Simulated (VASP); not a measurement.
# S (P6_3/mmc) in VASP: a series of runs, part 3 of 3

VASP 6.6.1. The steps go on from the part before.

## Step 4: Single point, PBEsol

This run uses another cell than the first one: it holds 2 atoms, not 4.

The input, INCAR:

```
SYSTEM = S
PREC = Accurate
ENCUT = 520
EDIFF = 1E-7
ISMEAR = 0
SIGMA = 0.1
LREAL = .FALSE.
LASPH = .TRUE.
NELM = 100
ALGO = Normal
ISIF = 2
LWAVE = .FALSE.
LCHARG = .FALSE.
GGA = PS
NBANDS = 13
```

The input, KPOINTS:

```
Automatic mesh
0
G
  6 6 4
  0 0 0
```

The input, POSCAR:

```
S
1.0
    3.1702216425      0.0000000000      0.0000000000
   -1.5851108212      2.7454924780      0.0000000000
    0.0000000000      0.0000000000      3.5775680439
S
2
Direct
    0.3333333333      0.6666666667      0.2500000000
    0.6666666667      0.3333333333      0.7500000000
```

Potentials or basis: VASP PAW PBE potentials, release 64 (S).

The run is started by

```console
$ cat potpaw_PBE.64/S/POTCAR > POTCAR
$ mpirun -np 1 vasp_std > vasp.out
```

OUTCAR:

```text
SYSTEM = S
   PREC = Accurate
   ENCUT = 520
   EDIFF = 1E-7
   ISMEAR = 0
   LREAL = .FALSE.
   LASPH = .TRUE.
   NELM = 100
   ISIF = 2
   GGA = PS

 ion  position               nearest neighbor table
   1  0.333  0.667  0.250-   2 2.56   2 2.56   2 2.56   2 2.56   2 2.56   2 2.56
   2  0.667  0.333  0.750-   1 2.56   1 2.56   1 2.56   1 2.56   1 2.56   1 2.56

  LATTYP: Found a hexagonal cell.
 ALAT       =     3.1702216425
 C/A-ratio  =     1.1284914581

[... 520 lines left out ...]
     13      22.6820      0.00000

------------------------ aborting loop because EDIFF is reached ----------------------------------------

  FORCE on cell =-STRESS in cart. coord.  units (eV):
  Direction    XX          YY          ZZ          XY          YZ          ZX
  --------------------------------------------------------------------------------------
  -------------------------------------------------------------------------------------
  Total       -0.0075399     -0.0075399      0.0300320     -0.0000000      0.0000000      0.0000000
  in kB       -0.3879537     -0.3879537      1.5452422     -0.0000000      0.0000000      0.0000000
  external PRESSURE =       0.2564449 kB  Pullay stress =       0.0000000 kB

 VOLUME and BASIS-vectors are now :
 -----------------------------------------------------------------------------
  energy-cutoff  :      520.00
  volume of cell :       31.14
      direct lattice vectors                 reciprocal lattice vectors
     3.170221643  0.000000000  0.000000000     0.315435358  0.182116689  0.000000000
    -1.585110821  2.745492478  0.000000000     0.000000000  0.364233378  0.000000000
     0.000000000  0.000000000  3.577568044     0.000000000  0.000000000  0.279519491

 POSITION                                       TOTAL-FORCE (eV/Angst)
 -----------------------------------------------------------------------------------
     -0.00000      1.83033      0.89439        -0.000000      0.000000      0.000000
      1.58511      0.91516      2.68318         0.000000      0.000000      0.000000
 -----------------------------------------------------------------------------------
    total drift:                               -0.000000      0.000000      0.000000

  FREE ENERGIE OF THE ION-ELECTRON SYSTEM (eV)
  ---------------------------------------------------
  free  energy   TOTEN  =        -7.4638154709 eV

  energy  without entropy=       -7.4622390703  energy(sigma->0) =       -7.46302727
```

stdout:

```text
POSCAR found type information on POSCAR S
 POSCAR found :  1 types and       2 ions
 scaLAPACK will be used
 -----------------------------------------------------------------------------
|                                                                             |
|                                                                             |
|     You enforced a specific xc type in the INCAR file but a different       |
|     I HOPE YOU KNOW WHAT YOU ARE DOING!                                     |
|                                                                             |
 -----------------------------------------------------------------------------

 LDA part: xc-table for (Slater+PW92), standard interpolation
 POSCAR, INCAR and KPOINTS ok, starting setup
 FFT: planning ... GRIDC
 FFT: planning ... GRID_SOFT
 FFT: planning ... GRID
 WAVECAR not read
 entering main loop
```

It took 5.5 s on 1 thread of Intel Xeon Platinum 8375C at 2.90GHz (Ice Lake), shared host; peak memory 0.13 GiB.

What came out:

```
Free energy            : -7.4638 eV
Pressure               : 0.0 GPa
Band gap on the k mesh : zero (band 6 reaches 9.23 eV, above the bottom of band 7 at 6.25 eV)
```

Stress tensor (GPa, compression positive):
```
-0.04  0.00  0.00
 0.00 -0.04  0.00
 0.00  0.00  0.15
```

Caveat: the k points lie up to 0.44 Å⁻¹ apart; the PAW data sets were made with another functional, which shifts forces and pressure a little.

## Step 5: Single point, PBEsol

This run uses another cell than the first one: it holds 2 atoms, not 4.

The input, INCAR:

```
PREC     = Accurate       # precision mode
ENCUT    = 520            # plane-wave cutoff, eV
EDIFF    = 1E-6           # SCF threshold, eV
ISMEAR   = 0              # smearing method
SIGMA    = 0.1            # smearing width, eV
LREAL    = F              # projectors in reciprocal space
LASPH    = T              # aspherical terms in the spheres
NELM     = 100            # most SCF steps
ALGO     = Normal         # electronic algorithm
ISIF     = 2              # what is computed and relaxed
LWAVE    = F              # write WAVECAR
LCHARG   = F              # write CHGCAR
GGA      = PS             # functional
NBANDS   = 13             # bands
```

The input, KPOINTS:

```
regular mesh
0
Gamma
  6 6 6
```

The input, POSCAR:

```
S
1.0
    3.2427563360      0.0000000000      0.0000000000
   -1.6213781680      2.8083093653      0.0000000000
    0.0000000000      0.0000000000      3.5165935982
S
2
Direct
    0.3333333333      0.6666666667      0.2500000000
    0.6666666667      0.3333333333      0.7500000000
```

The run is started by

```console
$ cat potpaw_PBE.64/S/POTCAR > POTCAR
$ mpirun -np 1 vasp_std > vasp.out
```

Wall time 8.6 s (1 thread of Intel Xeon Platinum 8375C at 2.90GHz (Ice Lake), shared host); peak memory 0.13 GiB.

It converged, with:

* Free energy: -7.4877 eV
* Pressure: 0.1 GPa
* Band gap on the k mesh: zero (band 6 reaches 8.64 eV, above the bottom of band 7 at 6.11 eV)

Stress tensor (GPa, compression positive):
```
-0.10  0.00  0.00
 0.00 -0.10  0.00
 0.00  0.00  0.49
```

Levels at points of the mesh, in eV from the Fermi level:
```tsv
k point	band 4	band 5	band 6	band 7	band 8	band 9
(0.00, 0.00, 0.00)	-2.29	-2.29	1.11	1.11	4.14	4.19
(0.50, 0.00, 0.00)	-4.23	-3.36	-0.93	-0.79	2.71	3.75
(0.00, 0.00, 0.50)	-0.45	-0.45	-0.45	-0.13	-0.13	8.39
(0.50, 0.00, 0.50)	-7.40	-1.83	-1.83	1.35	1.35	9.59
```

Caveat: the k points lie up to 0.37 Å⁻¹ apart; the PAW data sets were made with another functional, which shifts forces and pressure a little.

## Step 6: Single point, PBEsol

This run uses another cell than the first one: it holds 2 atoms, not 4.

The input, INCAR:

```
SYSTEM = S
ALGO = Normal
EDIFF = 1E-6
ENCUT = 520
GGA = PS
ISIF = 2
ISMEAR = 0
LASPH = .TRUE.
LCHARG = .FALSE.
LREAL = .FALSE.
LWAVE = .FALSE.
NBANDS = 13
NELM = 100
PREC = Accurate
SIGMA = 0.1
```

The input, KPOINTS:

```
k-points
0
G
  6 6 4
  0 0 0
```

The input, POSCAR:

```
S
1.0
    3.5033036618      0.0000000000      0.0000000000
   -1.7516518309      3.0339499682      0.0000000000
    0.0000000000      0.0000000000      5.6860473763
S
2
Direct
    0.3333333333      0.6666666667      0.2500000000
    0.6666666667      0.3333333333      0.7500000000
```

Potentials or basis: VASP PAW PBE potentials, release 64 (S).

The run is started by

```console
$ cat potpaw_PBE.64/S/POTCAR > POTCAR
$ mpirun -np 1 vasp_std > vasp.out
```

Run time: 17 s. Hardware: 1 thread of Intel Xeon Platinum 8375C at 2.90GHz (Ice Lake), shared host; peak memory 0.17 GiB.

It converged, with:

```
Free energy            : -4.1528 eV
Pressure               : -13.3 GPa
Band gap on the k mesh : zero (band 6 reaches 1.25 eV, above the bottom of band 7 at -0.44 eV)
```

Stress tensor (GPa, compression positive):
```
-12.36   0.00   0.00
  0.00 -12.36   0.00
  0.00   0.00 -15.09
```

Levels at points of the mesh, in eV from the Fermi level:
```csv
k point,band 2,band 3,band 4,band 5,band 6,band 7,band 8,band 9,band 10,band 11
"(0.00, 0.00, 0.00)",-11.06,-3.11,0.55,0.55,1.02,1.02,1.05,7.56,8.06,11.52
"(0.50, 0.00, 0.00)",-10.70,-2.76,-1.98,-1.35,-0.39,-0.14,0.59,7.44,8.17,8.97
"(0.00, 0.00, 0.50)",-11.73,-1.26,-1.26,0.79,0.79,0.79,0.79,8.73,8.73,11.48
"(0.50, 0.00, 0.50)",-10.90,-2.87,-2.87,0.00,0.00,0.05,0.05,7.69,7.69,9.21
```

Caveat: the PAW data sets were made with another functional, which shifts forces and pressure a little.

## Step 7: The runs side by side

| task | cell | k mesh | cutoff (eV) | gap on the mesh (eV) | pressure (GPa) |
| --- | --- | --- | --- | --- | --- |
| single point | a = 3.942, b = 3.942, c = 6.567 Å, angles 90.0, 90.0, 120.0°, 4 atoms | 15 × 15 × 8 | 520 | none | 0.0 |
| relaxation of cell and atoms | relaxed from a = 3.942, b = 3.942, c = 6.567 Å, angles 90.0, 90.0, 120.0°, 4 atoms | 15 × 15 × 8 | 600 | none | 0.0 |
| single point | a = 3.170, b = 3.170, c = 3.578 Å, angles 90.0, 90.0, 120.0°, 2 atoms | 6 × 6 × 4 | 520 | none | 0.0 |
| single point | a = 3.243, b = 3.243, c = 3.517 Å, angles 90.0, 90.0, 120.0°, 2 atoms | 6 × 6 × 6 | 520 | none | 0.1 |
| single point | a = 3.503, b = 3.503, c = 5.686 Å, angles 90.0, 90.0, 120.0°, 2 atoms | 6 × 6 × 4 | 520 | none | -13.3 |

Alike in all rows: level PBEsol; potentials or basis VASP PAW PBE potentials, release 64 (S); no spin polarisation; smearing gaussian 0.1 eV.

Caveats: some runs use coarse meshes; the PAW data sets were made with another functional, which shifts forces and pressure a little; this functional lacks dispersion, which binds the layers, so the pressure and a relaxed spacing across them are unreliable (some runs).

Total energies depend on the potentials used, so only differences within one code and one set of settings carry meaning.
